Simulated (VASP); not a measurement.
# AgI (F-43m) in VASP: notebook, part 2 of 2

VASP 6.6.1.

### Step 4. Single point, PBE (37.81 Å³/atom)

This run uses another cell than the first one, of 37.81 Å³/atom.

The input, INCAR:

```
PREC = Accurate ; ENCUT = 500
EDIFF = 1E-6 ; ISMEAR = 0
SIGMA = 0.05 ; LREAL = F
LASPH = T ; NELM = 120
ALGO = Normal ; ISIF = 2
LWAVE = F ; LCHARG = F
GGA = PE ; NBANDS = 16
GGA_COMPAT = F
```

The input, KPOINTS:

```
regular mesh
0
Gamma
  10 10 10
```

The input, POSCAR:

```
AgI
1.0
    0.0000000000      3.3564430741      3.3564430741
    3.3564430741      0.0000000000      3.3564430741
    3.3564430741      3.3564430741      0.0000000000
Ag I
1 1
Direct
    0.0000000000      0.0000000000      0.0000000000
    0.7500000000      0.7500000000      0.7500000000
```

Potentials or basis: VASP PAW PBE potentials, release 64 (Ag, I).

Launch:

```sh
$ cat potpaw_PBE.64/Ag/POTCAR potpaw_PBE.64/I/POTCAR > POTCAR
$ mpirun -np 1 vasp_std > vasp.out
```

OUTCAR:

```text
PREC = Accurate
   ENCUT = 500
   EDIFF = 1E-6
   ISMEAR = 0
   LREAL = F
   LASPH = T
   NELM = 120
   ISIF = 2
   GGA = PE

 ion  position               nearest neighbor table
   1  0.000  0.000  0.000-   2 2.91   2 2.91   2 2.91   2 2.91
   2  0.750  0.750  0.750-   1 2.91   1 2.91   1 2.91   1 2.91

  LATTYP: Found a face centered cubic cell.
 ALAT       =     6.7128861482

  Lattice vectors:

 A1 = (   0.0000000000,   3.3564430741,   3.3564430741)
 A2 = (   3.3564430741,   0.0000000000,   3.3564430741)
 A3 = (   3.3564430741,   3.3564430741,   0.0000000000)

Analysis of symmetry for initial positions (statically):
=====================================================================
 Subroutine PRICEL returns:
 Original cell was already a primitive cell.

 Routine SETGRP: Setting up the symmetry group for a
 face centered cubic supercell.

 Subroutine GETGRP returns: Found 24 space group operations
 (whereof 24 operations were pure point group operations)
 out of a pool of 48 trial point group operations.

The static configuration has the point symmetry T_d .

Analysis of symmetry for dynamics (positions and initial velocities):
=====================================================================
 Subroutine PRICEL returns:
 Original cell was already a primitive cell.

 Routine SETGRP: Setting up the symmetry group for a
 face centered cubic supercell.

 Subroutine GETGRP returns: Found 24 space group operations
 (whereof 24 operations were pure point group operations)
 out of a pool of 48 trial point group operations.

The dynamic configuration has the point symmetry T_d .

 Subroutine INISYM returns: Found 24 space group operations
 (whereof 24 operations are pure point group operations),
 and found     1 'primitive' translations

----------------------------------------------------------------------------------------

                                     Primitive cell

  volume of cell :      75.6254

[... 107 lines left out ...]
     AMIX     =   0.40;   BMIX     =  1.00
     AMIX_MAG =   1.60;   BMIX_MAG =  1.00
  volume/ion in A,a.u.               =      37.81       255.17
  Fermi-wavevector in a.u.,A,eV,Ry     =   1.014557  1.917234 14.004825  1.029326
  Thomas-Fermi vector in A             =   2.147791
   LORBIT       =      0    0 simple, 1 ext, 2 COOP (PROOUT), +10 PAW based schemes
   GGA     = PE    functional components
   LHFCALC =     F    Hartree Fock is set to
   AEXX    =    0.0000 exact exchange contribution
   IVDW    =     0    specifies the selected vdW correction
   LEPSILON=     F    determine dielectric tensor
   LRPA    =     F    only Hartree local field effects (RPA)
 non-spin polarized calculation
 Gauss-broadening in eV      SIGMA  =   0.05
  energy-cutoff  :      500.00
  volume of cell :       75.63
 maximum number of plane-waves:      1936
   NGX = 17   NGY = 17   NGZ = 17

 number of electron      17.9999999 magnetization

 Free energy of the ion-electron system (eV)
  ---------------------------------------------------
  ext. energy  EPLUGINS =         0.00000000
  ---------------------------------------------------
  free energy    TOTEN  =        -4.78331382 eV

  energy without entropy =       -4.78331382  energy(sigma->0) =       -4.78331382

 E-fermi :   2.2835     XC(G=0):  -7.9785

 val. band max:        2.0794596939   @ k =   0.0000   0.0000   0.0000
 cond. band min:       3.4284661787   @ k =   0.0000   0.0000   0.0000
 fundamental gap:      1.3490064848
 Fermi energy:         2.2834658866

 k-point     1 :       0.0000    0.0000    0.0000
  band No.  band energies     occupation
      1     -10.2099      2.00000
      2      -1.5831      2.00000
      3      -1.5831      2.00000
      4      -1.5831      2.00000
      5      -0.6014      2.00000
      6      -0.6014      2.00000
[... 433 lines left out ...]
      3      -1.2858      2.00000
      4      -1.2789      2.00000
      5      -0.6192      2.00000
      6      -0.5500      2.00000
[... 8 lines left out ...]
     15      12.7339      0.00000
     16      14.3470      0.00000

 [... further k-points ...]

------------------------ aborting loop because EDIFF is reached ----------------------------------------

  FORCE on cell =-STRESS in cart. coord.  units (eV):
  Direction    XX          YY          ZZ          XY          YZ          ZX
  --------------------------------------------------------------------------------------
  -------------------------------------------------------------------------------------
  Total       -0.4392540     -0.4392540     -0.4392540     -0.0000000      0.0000000     -0.0000000
  in kB       -9.3059020     -9.3059020     -9.3059020     -0.0000000      0.0000000     -0.0000000
  external PRESSURE =      -9.3059020 kB  Pullay stress =       0.0000000 kB

 VOLUME and BASIS-vectors are now :
 -----------------------------------------------------------------------------
  energy-cutoff  :      500.00
  volume of cell :       75.63
      direct lattice vectors                 reciprocal lattice vectors
     0.000000000  3.356443074  3.356443074    -0.148967222  0.148967222  0.148967222
     3.356443074  0.000000000  3.356443074     0.148967222 -0.148967222  0.148967222
     3.356443074  3.356443074  0.000000000     0.148967222  0.148967222 -0.148967222

 POSITION                                       TOTAL-FORCE (eV/Angst)
 -----------------------------------------------------------------------------------
      0.00000      0.00000      0.00000        -0.000000     -0.000000     -0.000000
      5.03466      5.03466      5.03466         0.000000      0.000000      0.000000
 -----------------------------------------------------------------------------------
    total drift:                               -0.000000     -0.000000     -0.000000

  FREE ENERGIE OF THE ION-ELECTRON SYSTEM (eV)
  ---------------------------------------------------
  free  energy   TOTEN  =        -4.7833138241 eV

  energy  without entropy=       -4.7833138241  energy(sigma->0) =       -4.78331382
```

OSZICAR:

```text
N       E                     dE             d eps       ncg     rms          rms(c)
DAV:   1     0.880846936385E+02    0.88085E+02   -0.73626E+03  1512   0.901E+02
DAV:   2    -0.153223479817E+01   -0.89617E+02   -0.83734E+02  1816   0.187E+02
DAV:   3    -0.480968015360E+01   -0.32774E+01   -0.32703E+01  1888   0.374E+01
DAV:   4    -0.486130357700E+01   -0.51623E-01   -0.51621E-01  2304   0.434E+00
DAV:   5    -0.486143812190E+01   -0.13454E-03   -0.13454E-03  2024   0.220E-01    0.409E+00
DAV:   6    -0.478279185513E+01    0.78646E-01   -0.20398E-01  1816   0.633E+00    0.317E+00
DAV:   7    -0.478244182539E+01    0.35003E-03   -0.43214E-02  1632   0.122E+00    0.141E+00
DAV:   8    -0.478299731737E+01   -0.55549E-03   -0.28776E-03  1840   0.484E-01    0.262E-01
DAV:   9    -0.478323465915E+01   -0.23734E-03   -0.45588E-04  1824   0.250E-01    0.569E-02
DAV:  10    -0.478327264632E+01   -0.37987E-04   -0.30820E-05  2000   0.586E-02    0.209E-02
DAV:  11    -0.478331393307E+01   -0.41287E-04   -0.50790E-05  1760   0.504E-02    0.127E-02
DAV:  12    -0.478331382414E+01    0.10894E-06   -0.29159E-06  1936   0.157E-02
   1 F= -.47833138E+01 E0= -.47833138E+01  d E =-.498513E-11
```

Run time: 49 s. Hardware: 1 thread of AMD EPYC 7R43 (Zen 3), shared host; peak memory 0.2 GiB.

What came out:

```
Free energy            : -4.7833 eV
Pressure               : -0.9 GPa
Band gap on the k mesh : 1.35 eV
```

Caveat: spin-orbit coupling is left out, which moves the levels of the heavy elements. PBE gaps usually lie below the measured ones, often by a third to a half.

### Step 5. The runs side by side

| cell | gap on the mesh (eV) | pressure (GPa) |
| --- | --- | --- |
| a = 4.685 Å, angles 60.0°, 2 atoms | 1.34 | 0.0 |
| a = 4.716 Å, angles 60.0°, 2 atoms | 1.35 | -0.5 |
| a = 4.747 Å, angles 60.0°, 2 atoms | 1.35 | -0.9 |

Alike in all rows: task single point; level PBE; potentials or basis VASP PAW PBE potentials, release 64 (Ag, I); no spin polarisation; k mesh 10 × 10 × 10; cutoff (eV) 500; smearing gaussian 0.05 eV.

Caveats: spin-orbit coupling is left out, which moves the levels of the heavy elements.

Absolute energies hang on the potentials; compare differences alone.
